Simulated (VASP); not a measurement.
Here is a VASP 6.6.1 calculation.

File INCAR:

```
SYSTEM = Si
PREC     = Accurate       ! precision mode
ENCUT    = 520            ! plane-wave cutoff, eV
EDIFF    = 1E-7           ! SCF threshold, eV
ISMEAR   = 0              ! smearing method
SIGMA    = 0.15           ! smearing width, eV
LREAL    = .FALSE.        ! projectors in reciprocal space
LASPH    = .TRUE.         ! aspherical terms in the spheres
NELM     = 80             ! most SCF steps
ALGO     = Normal         ! electronic algorithm
ISIF     = 2              ! what is computed and relaxed
LWAVE    = .FALSE.        ! write WAVECAR
LCHARG   = .FALSE.        ! write CHGCAR
NBANDS   = 11             ! bands
```

File KPOINTS:

```
Automatic mesh
0
G
  24 24 10
  0 0 0
```

The input POSCAR:

```
Si
1.0
    2.6255938468      0.0000000000      0.0000000000
   -1.3127969234      2.2738309713      0.0000000000
    0.0000000000      0.0000000000      4.5062692700
Si
2
Direct
    0.3333333333      0.6666666667      0.2500000000
    0.6666666667      0.3333333333      0.7500000000
```

Potentials or basis: VASP PAW LDA potentials, release 64 (Si).

Command:

```console
$ cat potpaw_LDA.64/Si/POTCAR > POTCAR
$ mpirun -np 1 vasp_std > vasp.out
```

(1) What does it give for the band gap on the k mesh?

(2) Predict the pressure.

## Answers

(1) zero (band 4 reaches 20.61 eV, above the bottom of band 5 at 7.29 eV).

(2) 2.8 GPa.

Caveat: the cell differs from its parent crystal (strain -0.0150 x Voigt [1, 1, 0, 0, 0, 0]).
